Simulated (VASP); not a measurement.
# C (C2/m) in VASP: single point with PBE

Aim: the single point of C with PBE.

All numbers are computed with VASP 6.6.1; they aren't measurements. Logs are shortened: lines on timing, memory, paths and dates and some standing lists are left out, and cuts for length are marked.

## 1. The cell of the first run

It takes space group C2/m (No. 12, monoclinic). Conventional cell: a = 4.285 Å, b = 2.704 Å, c = 2.575 Å, α = 90.00°, β = 124.84°, γ = 90.00°. C (site symmetry m) has 4 C at 1.43 to 1.67 Å within 1.9 Å.

## 2. Single point, PBE (strained and its atoms moved)

The input, INCAR:

```
  PREC = Accurate
  ENCUT = 520
  EDIFF = 1E-6
  ISMEAR = 0
  SIGMA = 0.02
  LREAL = False
  LASPH = True
  NELM = 80
  ALGO = Normal
  ISIF = 2
  LWAVE = False
  LCHARG = False
  GGA = PE
  NBANDS = 11
```

The input, KPOINTS:

```
regular mesh
0
Gamma
  12 12 12
```

The input, POSCAR:

```
C
1.0
    0.0226491800      1.8892626240      1.7822586240
    1.8435005800      0.0684112240      1.7364965800
    1.9119118040      1.9119118040      0.0000000000
C
2
Direct
    0.4950593857      0.4745747981      0.5151829081
    0.7549406143      0.7754252019      0.7348170919
```

Potentials or basis: VASP PAW PBE potentials, release 64 (C).

Command:

```console
$ cat potpaw_PBE.64/C/POTCAR > POTCAR
$ mpirun -np 1 vasp_std > vasp.out
```

OUTCAR:

```text
PREC = Accurate
   ENCUT = 520
   EDIFF = 1E-6
   ISMEAR = 0
   LREAL = False
   LASPH = True
   NELM = 80
   ISIF = 2
   GGA = PE

 ion  position               nearest neighbor table
   1  0.495  0.475  0.515-   2 1.43   2 1.57   2 1.67   2 1.67
   2  0.755  0.775  0.735-   1 1.43   1 1.57   1 1.67   1 1.67

  LATTYP: Found a base centered monoclinic cell.
 ALAT       =     4.2852731457
 B/A-ratio  =     0.6309636542
 C/A-ratio  =     0.6010070415
 COS(beta)  =    -0.5713170798

  Lattice vectors:

 A1 = (  -0.0684112240,  -1.8435005800,   1.7364965800)
 A2 = (   1.8435005800,   0.0684112240,   1.7364965800)
 A3 = (  -1.8208514000,   1.8208514000,   0.0457620440)

Analysis of symmetry for initial positions (statically):
=====================================================================
 Subroutine PRICEL returns:
 Original cell was already a primitive cell.

 Routine SETGRP: Setting up the symmetry group for a
 base centered monoclinic supercell.

 Subroutine GETGRP returns: Found  4 space group operations
 (whereof  2 operations were pure point group operations)
 out of a pool of  4 trial point group operations.

The static configuration has the point symmetry C_1h.
 The point group associated with its full space group is C_2h.

Analysis of symmetry for dynamics (positions and initial velocities):
=====================================================================
 Subroutine PRICEL returns:
 Original cell was already a primitive cell.

 Routine SETGRP: Setting up the symmetry group for a
 base centered monoclinic supercell.

 Subroutine GETGRP returns: Found  4 space group operations
 (whereof  2 operations were pure point group operations)
 out of a pool of  4 trial point group operations.

The dynamic configuration has the point symmetry C_1h.
 The point group associated with its full space group is C_2h.

 Subroutine INISYM returns: Found  4 space group operations
 (whereof  2 operations are pure point group operations),
 and found     1 'primitive' translations

----------------------------------------------------------------------------------------

                                     Primitive cell

  volume of cell :      12.2459

  direct lattice vectors                    reciprocal lattice vectors
     0.022649180  1.889262624  1.782258624    -0.271114250  0.271114250  0.277139630
     1.843500580  0.068411224  1.736496580     0.278258947 -0.278258947  0.291429024
     1.911911804  1.911911804  0.000000000     0.257945991  0.265090688 -0.284284327

[... 86 lines left out ...]
   NSW    =      0    number of steps for IOM
   IBRION =     -1    ionic relax: 0-MD 1-quasi-New 2-CG
   NFREE  =      0    steps in history (QN), initial steepest desc. (CG)
   ISIF   =      2    stress and relaxation
   ISYM   =      2    0-nonsym 1-usesym 2-fastsym
   POTIM  = 0.5000    time-step for ionic-motion
   TEBEG  =    0.0;   TEEND  =   0.0 temperature during run
   PSTRESS=    0.0 pullay stress
   NELECT =       8.0000    total number of electrons
   NUPDOWN=      -1.0000    fix difference up-down
   EMIN   =  10.00;   EMAX   =-10.00  energy-range for DOS
   EFERMI =   0.00;   METHOD = LEGACY
   ISMEAR =     0;   SIGMA  =   0.02  broadening in eV -4-tet -1-fermi 0-gaus
   EFERMI_NEDOS =   21; number of points for ismear=-14 and -15
   IALGO  =     38    algorithm
   IMIX   =      4    mixing-type and parameters
     AMIX     =   0.40;   BMIX     =  1.00
     AMIX_MAG =   1.60;   BMIX_MAG =  1.00
  volume/ion in A,a.u.               =       6.12        41.32
  Fermi-wavevector in a.u.,A,eV,Ry     =   1.420501  2.684358 27.454167  2.017824
  Thomas-Fermi vector in A             =   2.541410
   LORBIT       =      0    0 simple, 1 ext, 2 COOP (PROOUT), +10 PAW based schemes
   GGA     = PE    functional components
   LHFCALC =     F    Hartree Fock is set to
   AEXX    =    0.0000 exact exchange contribution
   IVDW    =     0    specifies the selected vdW correction
   LEPSILON=     F    determine dielectric tensor
   LRPA    =     F    only Hartree local field effects (RPA)
 non-spin polarized calculation
 Gauss-broadening in eV      SIGMA  =   0.02
  energy-cutoff  :      520.00
  volume of cell :       12.25
 maximum number of plane-waves:       340
   NGX =  9   NGY =  9   NGZ =  9

 number of electron       8.0000000 magnetization

 Free energy of the ion-electron system (eV)
  ---------------------------------------------------
  ext. energy  EPLUGINS =         0.00000000
  ---------------------------------------------------
  free energy    TOTEN  =       -17.70573796 eV

  energy without entropy =      -17.70573796  energy(sigma->0) =      -17.70573796

 E-fermi :  10.1595     XC(G=0): -12.8634

 val. band max:        9.9602356958   @ k =   0.0000   0.0000   0.0000
 cond. band min:      11.8473536574   @ k =   0.3333   0.3333   0.0000
 fundamental gap:      1.8871179615
 Fermi energy:        10.1595472815

 k-point     1 :       0.0000    0.0000    0.0000
  band No.  band energies     occupation
      1     -11.9161      2.00000
      2       6.5812      2.00000
      3       9.5239      2.00000
      4       9.9602      2.00000
      5      12.2532      0.00000
      6      12.7692      0.00000
      7      16.3641      0.00000
      8      21.0518      0.00000
      9      26.8752      0.00000
     10      32.9868      0.00000
     11      33.0085      0.00000
[... 309 lines left out ...]
 k-point    24 :       0.3333    0.1667    0.0000
  band No.  band energies     occupation
      1      -9.2220      2.00000
      2       1.6104      2.00000
      3       4.9388      2.00000
      4       5.0883      2.00000
      5      13.6010      0.00000
      6      17.7318      0.00000
      7      19.4339      0.00000
      8      21.4000      0.00000
      9      27.9279      0.00000
     10      31.0857      0.00000
     11      34.7294      0.00000

 [... further k-points ...]
[... 5 lines left out ...]
  --------------------------------------------------------------------------------------
  -------------------------------------------------------------------------------------
  Total       -2.3627964     -2.3627964      0.9276263     -1.8732273     -1.4201903      1.4201904
  in kB     -309.1344790   -309.1344790    121.3652073   -245.0821121   -185.8093962    185.8094095
  external PRESSURE =    -165.6345835 kB  Pullay stress =       0.0000000 kB

 VOLUME and BASIS-vectors are now :
 -----------------------------------------------------------------------------
  energy-cutoff  :      520.00
  volume of cell :       12.25
      direct lattice vectors                 reciprocal lattice vectors
     0.022649180  1.889262624  1.782258624    -0.271114250  0.271114250  0.277139630
     1.843500580  0.068411224  1.736496580     0.278258947 -0.278258947  0.291429024
     1.911911804  1.911911804  0.000000000     0.257945991  0.265090688 -0.284284327

 POSITION                                       TOTAL-FORCE (eV/Angst)
 -----------------------------------------------------------------------------------
      1.87108      1.95275      1.70642         1.961672     -1.961672      3.782378
      2.85150      2.88423      2.69202        -1.961672      1.961672     -3.782378
 -----------------------------------------------------------------------------------
    total drift:                               -0.000000     -0.000000     -0.000000

  FREE ENERGIE OF THE ION-ELECTRON SYSTEM (eV)
  ---------------------------------------------------
  free  energy   TOTEN  =       -17.7057379598 eV

  energy  without entropy=      -17.7057379598  energy(sigma->0) =      -17.70573796
```

Run time: 90 s. Hardware: 1 thread of Intel Xeon 8259CL, shared host; peak memory 0.16 GiB.

What came out:

* Free energy: -17.7057 eV
* Pressure: -16.6 GPa
* Largest force: 4.691 eV/Å
* Band gap on the k mesh: 1.89 eV, indirect (least direct gap 2.29 eV)

Forces in eV/Å, atoms in the order of the input:
```
C    1.962 -1.962  3.782
C   -1.962  1.962 -3.782
```

Levels at points of the mesh, in eV from the valence-band top:
| k point | band 1 | band 2 | band 3 | band 4 | band 5 | band 6 | band 7 | band 8 |
| --- | --- | --- | --- | --- | --- | --- | --- | --- |
| (0.00, 0.00, 0.00) | -21.88 | -3.38 | -0.44 | 0.00 | 2.29 | 2.81 | 6.40 | 11.09 |
| (0.50, 0.00, 0.00) | -16.62 | -14.04 | -4.44 | -3.14 | 4.32 | 4.96 | 11.52 | 14.01 |
| (0.00, 0.50, 0.00) | -15.47 | -14.81 | -4.25 | -4.24 | 4.91 | 5.68 | 9.14 | 14.70 |
| (0.50, 0.50, 0.00) | -13.93 | -12.31 | -7.78 | -7.77 | 2.26 | 2.68 | 13.78 | 15.73 |
| (0.00, 0.00, 0.50) | -17.05 | -13.47 | -5.35 | -2.28 | 4.77 | 6.38 | 9.22 | 13.08 |
| (0.50, 0.00, 0.50) | -14.47 | -13.58 | -7.00 | -6.53 | 3.34 | 3.54 | 14.11 | 14.87 |

Caveat: the cell differs from its parent crystal (strained and its atoms moved); forces of over 1 eV/Å act on the atoms, so gaps and moduli don't describe the material at rest.
